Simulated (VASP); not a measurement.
# Si5Ge3 (P1) in VASP: further runs, part 2 of 2

VASP 6.6.1. The steps go on from the part before.

## 3. Single point, PBEsol

Input file INCAR:

```
ALGO = Normal
EDIFF = 1E-6
ENCUT = 550
GGA = PS
GGA_COMPAT = False
ISIF = 2
ISMEAR = -1
ISYM = -1
LASPH = True
LCHARG = True
LELF = True
LREAL = Auto
LVHAR = True
LWAVE = False
NBANDS = 286
NELM = 120
PREC = Accurate
SIGMA = 0.05
```

Input file KPOINTS:

```
explicit points
1
Reciprocal
  0.25000000   0.25000000   0.25000000 1
```

Input file POSCAR:

```
Si5Ge3
1.0
   11.0291254667      0.0000000000      0.0000000000
    0.0000000000     11.0291254667      0.0000000000
    0.0000000000      0.0000000000     11.0291254667
Si Ge
40 24
Direct
    0.0001610000      0.9981390000      0.9997000000
    0.9988460000      0.9976520000      0.5033370000
    0.0014690000      0.5017920000      0.0043400000
    0.0009490000      0.5058310000      0.5002570000
    0.5023790000      0.0008080000      0.4996050000
    0.1243530000      0.1243660000      0.1204810000
    0.1245650000      0.1194900000      0.6251390000
    0.1254750000      0.6268570000      0.1258050000
    0.1258100000      0.6265480000      0.6262130000
    0.6257560000      0.1239400000      0.1296780000
    0.6236420000      0.1226070000      0.6270310000
    0.6256360000      0.6307230000      0.6245400000
    0.2486660000      0.2482290000      0.0008480000
    0.2481840000      0.7500590000      0.9990020000
    0.2492630000      0.7461120000      0.5004140000
    0.7511020000      0.7521470000      0.5004380000
    0.3732990000      0.8726330000      0.1226270000
    0.8758740000      0.3792350000      0.1258030000
    0.8776370000      0.8777680000      0.1276600000
    0.8750260000      0.8749650000      0.6264720000
    0.2465140000      0.9969690000      0.7497860000
    0.2498690000      0.5040050000      0.2498430000
    0.2496580000      0.5039510000      0.7512910000
    0.7485950000      0.9967490000      0.2493560000
    0.7494220000      0.9987000000      0.7494670000
    0.7528120000      0.4986660000      0.2531520000
    0.3799520000      0.1243150000      0.3752570000
    0.3715790000      0.6253840000      0.3754030000
    0.3731600000      0.6287270000      0.8736300000
    0.8742500000      0.1197120000      0.8760970000
    0.8744820000      0.6267260000      0.3760890000
    0.9973730000      0.7480190000      0.2482990000
    0.0030160000      0.7527640000      0.7481680000
    0.5020860000      0.2487360000      0.2521090000
    0.4997820000      0.2463620000      0.7485380000
    0.5008590000      0.7503120000      0.7509830000
    0.1245210000      0.8747320000      0.8757670000
    0.6250980000      0.3753840000      0.3722160000
    0.6273950000      0.8771570000      0.3779670000
    0.6254280000      0.8751210000      0.8721760000
    0.5015750000      0.9986450000      0.0009030000
    0.4967440000      0.5011730000      0.9988030000
    0.5019370000      0.5030920000      0.4981050000
    0.6270920000      0.6244780000      0.1283560000
    0.2505830000      0.2461700000      0.5003760000
    0.7522700000      0.2479730000      0.0034140000
    0.7458550000      0.2488880000      0.4995910000
    0.7522320000      0.7548250000      0.0007400000
    0.3726130000      0.3724620000      0.1279510000
    0.3760160000      0.3762290000      0.6282160000
    0.3750130000      0.8743650000      0.6239630000
    0.8770720000      0.3767190000      0.6223370000
    0.2511790000      0.0012050000      0.2481010000
    0.7492860000      0.5032170000      0.7484890000
    0.3722240000      0.1244480000      0.8732900000
    0.8744560000      0.1207530000      0.3748020000
    0.8805500000      0.6271950000      0.8757050000
    0.0002480000      0.2499680000      0.2465750000
    0.0004540000      0.2457250000      0.7509330000
    0.4978360000      0.7526890000      0.2539110000
    0.1253270000      0.3793320000      0.3753950000
    0.1264640000      0.3773890000      0.8783910000
    0.1229980000      0.8719600000      0.3765600000
    0.6231470000      0.3717790000      0.8730680000
```

Potentials or basis: VASP PAW PBE potentials, release 64 (Si, Ge_d).

The run is started by

```console
cat potpaw_PBE.64/Si/POTCAR potpaw_PBE.64/Ge_d/POTCAR > POTCAR
mpirun -np 1 vasp_std > vasp.out
```

OUTCAR:

```text
EDIFF = 1E-6
   ENCUT = 550
   GGA = PS
   ISIF = 2
   ISMEAR = -1
   ISYM = -1
   LASPH = True
   LREAL = Auto
   NELM = 120
   PREC = Accurate

 ion  position               nearest neighbor table
   1  0.000  0.998  1.000-  19 2.36  30 2.36   6 2.36  37 2.37
   2  0.999  0.998  0.503-   7 2.35  20 2.35  56 2.39  63 2.40
   3  0.001  0.502  0.004-  18 2.35   8 2.36  57 2.39  62 2.39
   4  0.001  0.506  0.500-  31 2.37   9 2.37  52 2.39  61 2.39
   5  0.502  0.001  0.500-  27 2.36  39 2.36  11 2.36  51 2.41
   6  0.124  0.124  0.120-  13 2.34   1 2.36  58 2.39  53 2.40
[... 56 lines left out ...]
  63  0.123  0.872  0.377-  15 2.39   2 2.40  32 2.41  53 2.46
  64  0.623  0.372  0.873-  35 2.38  42 2.43  54 2.43  46 2.44

IMPORTANT INFORMATION: All symmetrisations will be switched off!
NOSYMM: (Re-)initialisation of all symmetry stuff for point group C_1.

----------------------------------------------------------------------------------------

                                     Primitive cell

  volume of cell :    1341.6006

  direct lattice vectors                    reciprocal lattice vectors
    11.029125467  0.000000000  0.000000000     0.090669020  0.000000000  0.000000000
     0.000000000 11.029125467  0.000000000     0.000000000  0.090669020  0.000000000
     0.000000000  0.000000000 11.029125467     0.000000000  0.000000000  0.090669020

  length of vectors
    11.029125467 11.029125467 11.029125467     0.090669020  0.090669020  0.090669020

  position of ions in fractional coordinates (direct lattice)
     0.000161000  0.998139000  0.999700000
     0.998846000  0.997652000  0.503337000
     0.001469000  0.501792000  0.004340000
     0.000949000  0.505831000  0.500257000
     0.502379000  0.000808000  0.499605000
     0.124353000  0.124366000  0.120481000
[... 56 lines left out ...]
     0.122998000  0.871960000  0.376560000
     0.623147000  0.371779000  0.873068000

  ion indices of the primitive-cell ions
   primitive index   ion index
                 1           1
                 2           2
                 3           3
                 4           4
                 5           5
                 6           6
[... 56 lines left out ...]
                63          63
                64          64

----------------------------------------------------------------------------------------

 KPOINTS: explicit points

Read explicit list of k-points.

 Found      1 k-points:

 Following reciprocal coordinates:
            Coordinates               Weight
  0.250000  0.250000  0.250000      1.000000
   k-points           NKPTS =      1   k-points in BZ     NKDIM =      1   number of bands    NBANDS=    286
   number of dos      NEDOS =    301   number of ions     NIONS =     64
   total plane-waves  NPLWV = 592704
   dimension x,y,z NGX =    84 NGY =   84 NGZ =   84
   dimension x,y,z NGXF=   168 NGYF=  168 NGZF=  168
   ions per type =              40  24
   NGX,Y,Z   is equivalent  to a cutoff of  12.66, 12.66, 12.66 a.u.
   NGXF,Y,Z  is equivalent  to a cutoff of  25.32, 25.32, 25.32 a.u.
 SYSTEM =  unknown system
   PREC   = accura    normal or accurate (medium, high low for compatibility)
   ISTART =      0    job   : 0-new  1-cont  2-samecut
   ICHARG =      2    charge: 1-file 2-atom 10-const
   ISPIN  =      1    spin polarized calculation?
   LNONCOLLINEAR =      F non collinear calculations
   LSORBIT =      F    spin-orbit coupling
   LASPH  =      T    aspherical Exc in radial PAW
   ENCUT  =  550.0 eV  40.42 Ry    6.36 a.u.  21.09 21.09 21.09*2*pi/ulx,y,z
   NELM   =    120;   NELMIN=  2; NELMDL= -5     # of ELM steps
   EDIFF  = 0.1E-05   stopping-criterion for ELM
   LREAL  =      T    real-space projection
   EDIFFG = 0.1E-04   stopping-criterion for IOM
   NSW    =      0    number of steps for IOM
   IBRION =     -1    ionic relax: 0-MD 1-quasi-New 2-CG
   NFREE  =      0    steps in history (QN), initial steepest desc. (CG)
   ISIF   =      2    stress and relaxation
   ISYM   =     -1    0-nonsym 1-usesym 2-fastsym
   POTIM  = 0.5000    time-step for ionic-motion
   TEBEG  =    0.0;   TEEND  =   0.0 temperature during run
   PSTRESS=    0.0 pullay stress
   NELECT =     496.0000    total number of electrons
   NUPDOWN=      -1.0000    fix difference up-down
   EMIN   =  10.00;   EMAX   =-10.00  energy-range for DOS
   EFERMI =   0.00;   METHOD = LEGACY
   ISMEAR =    -1;   SIGMA  =   0.05  broadening in eV -4-tet -1-fermi 0-gaus
   EFERMI_NEDOS =   21; number of points for ismear=-14 and -15
   IALGO  =     38    algorithm
   IMIX   =      4    mixing-type and parameters
     AMIX     =   0.40;   BMIX     =  1.00
     AMIX_MAG =   1.60;   BMIX_MAG =  1.00
  volume/ion in A,a.u.               =      20.96       141.46
  Fermi-wavevector in a.u.,A,eV,Ry     =   1.174972  2.220376 18.783659  1.380560
  Thomas-Fermi vector in A             =   2.311361
   LORBIT       =      0    0 simple, 1 ext, 2 COOP (PROOUT), +10 PAW based schemes
   GGA     = PS    functional components
   LHFCALC =     F    Hartree Fock is set to
   AEXX    =    0.0000 exact exchange contribution
   IVDW    =     0    specifies the selected vdW correction
   LEPSILON=     F    determine dielectric tensor
   LRPA    =     F    only Hartree local field effects (RPA)
 non-spin polarized calculation
  energy-cutoff  :      550.00
  volume of cell :     1341.60
 maximum number of plane-waves:     39339
 NGX is ok and might be reduce to    84
   NGX = 43   NGY = 43   NGZ = 43

 number of electron     495.9999990 magnetization

 Free energy of the ion-electron system (eV)
  ---------------------------------------------------
  ext. energy  EPLUGINS =         0.00000000
  ---------------------------------------------------
  free energy    TOTEN  =      -347.67259104 eV

  energy without entropy =     -347.67240337  energy(sigma->0) =     -347.67249721

 E-fermi :   5.6319     XC(G=0):  -9.7985

 val. band max:        5.1353926207   @ k =   0.2500   0.2500   0.2500
 cond. band min:       6.1188415681   @ k =   0.2500   0.2500   0.2500
 fundamental gap:      0.9834489474
 Fermi energy:         5.6319168574

 k-point     1 :       0.2500    0.2500    0.2500
  band No.  band energies     occupation
      1     -19.0498      2.00000
      2     -19.0369      2.00000
      3     -19.0303      2.00000
      4     -19.0277      2.00000
      5     -19.0266      2.00000
      6     -19.0144      2.00000
[... 252 lines left out ...]
    259       7.1799      0.00000
    260       7.2168      0.00000
 [bands above 260 left out]

------------------------ aborting loop because EDIFF is reached ----------------------------------------

  FORCE on cell =-STRESS in cart. coord.  units (eV):
  Direction    XX          YY          ZZ          XY          YZ          ZX
  --------------------------------------------------------------------------------------
  -------------------------------------------------------------------------------------
  Total        0.1157259      0.1706637      0.0973980     -9.3607099     -9.2408215     -9.2432424
  in kB        0.1382032      0.2038114      0.1163154    -11.1788245    -11.0356503    -11.0385414
  external PRESSURE =       0.1527766 kB  Pullay stress =       0.0000000 kB

 VOLUME and BASIS-vectors are now :
 -----------------------------------------------------------------------------
  energy-cutoff  :      550.00
  volume of cell :     1341.60
      direct lattice vectors                 reciprocal lattice vectors
    11.029125467  0.000000000  0.000000000     0.090669020  0.000000000  0.000000000
     0.000000000 11.029125467  0.000000000     0.000000000  0.090669020  0.000000000
     0.000000000  0.000000000 11.029125467     0.000000000  0.000000000  0.090669020

 POSITION                                       TOTAL-FORCE (eV/Angst)
 -----------------------------------------------------------------------------------
      0.00178     11.00860     11.02582        -0.003535      0.002859      0.009661
     11.01640     11.00323      5.55137         0.016406      0.000957     -0.007878
      0.01620      5.53433      0.04787         0.005210      0.002170      0.001717
      0.01047      5.57887      5.51740         0.007039     -0.001075     -0.001209
      5.54080      0.00891      5.51021         0.006158     -0.002985      0.007794
      1.37150      1.37165      1.32880         0.009500     -0.012690      0.023019
[... 56 lines left out ...]
      1.35656      9.61696      4.15313        -0.006103      0.011884     -0.003829
      6.87277      4.10040      9.62918         0.000558      0.000734     -0.006183
 -----------------------------------------------------------------------------------
    total drift:                                0.001534     -0.005028     -0.006742

  FREE ENERGIE OF THE ION-ELECTRON SYSTEM (eV)
  ---------------------------------------------------
  free  energy   TOTEN  =      -347.6725910374 eV

  energy  without entropy=     -347.6724033748  energy(sigma->0) =     -347.67249721
```

Run time: 14 min. Hardware: 1 thread of Intel Xeon Platinum 8488C (Sapphire Rapids), shared host; peak memory 1.2 GiB.

Results:

- Free energy: -347.6726 eV
- Pressure: 0.0 GPa
- Largest force: 0.028 eV/Å
- Band gap on the k mesh: 0.98 eV

Forces on the atoms (eV/Å):
```
Si  -0.004  0.003  0.010
Si   0.016  0.001 -0.008
Si   0.005  0.002  0.002
Si   0.007 -0.001 -0.001
Si   0.006 -0.003  0.008
Si   0.009 -0.013  0.023
Si  -0.001  0.014 -0.006
Si  -0.003  0.003 -0.021
Si  -0.005 -0.015 -0.007
Si   0.004  0.004 -0.005
Si   0.004 -0.002 -0.002
Si  -0.012 -0.003  0.003
Si  -0.005  0.022 -0.007
Si   0.019  0.012  0.010
Si  -0.006  0.014  0.005
Si  -0.004  0.000 -0.002
Si  -0.013  0.008 -0.001
Si  -0.006 -0.020  0.013
Si  -0.005 -0.019 -0.016
Si   0.005  0.008  0.006
Si   0.011  0.005  0.004
Si  -0.002 -0.008  0.009
Si   0.014  0.001 -0.001
Si   0.011  0.008  0.010
Si   0.000  0.003 -0.003
Si  -0.002 -0.004 -0.012
Si  -0.007  0.003 -0.002
Si   0.015 -0.001 -0.001
Si  -0.008 -0.006 -0.002
Si   0.003  0.004 -0.003
Si   0.004 -0.007 -0.008
Si   0.007  0.017  0.014
Si  -0.007 -0.010  0.008
Si   0.002 -0.002  0.005
Si   0.004  0.005 -0.001
Si  -0.003 -0.010  0.000
Si  -0.002  0.000  0.001
Si  -0.002 -0.002 -0.009
Si  -0.005 -0.015 -0.018
Si   0.001  0.005  0.003
Ge   0.008 -0.009  0.004
Ge  -0.002  0.012 -0.004
Ge   0.004  0.001 -0.001
Ge  -0.002  0.005 -0.001
Ge  -0.010 -0.003  0.002
Ge   0.015 -0.004  0.000
Ge  -0.001 -0.002  0.010
Ge   0.000  0.006 -0.001
Ge  -0.007 -0.004  0.003
Ge  -0.017  0.011  0.005
Ge  -0.006  0.001  0.002
Ge   0.005 -0.010 -0.001
Ge   0.000 -0.004  0.006
Ge  -0.008  0.001  0.002
Ge  -0.004 -0.004 -0.004
Ge  -0.002 -0.013 -0.002
Ge   0.002 -0.003 -0.004
Ge  -0.009  0.005 -0.015
Ge  -0.006 -0.001 -0.008
Ge   0.001 -0.001  0.007
Ge   0.001 -0.002  0.011
Ge   0.001  0.005  0.001
Ge  -0.006  0.012 -0.004
Ge   0.001  0.001 -0.006
```

Levels at points of the mesh, in eV from the valence-band top:
```tsv
k point	band 246	band 247	band 248	band 249	band 250	band 251
(0.25, 0.25, 0.25)	-0.51	-0.02	0.00	0.98	1.03	1.12
```

Caveat: the PAW data sets were made with another functional, which shifts forces and pressure a little; a shifted mesh leaves out Γ, where band edges can lie. A k mesh can miss the band edges.
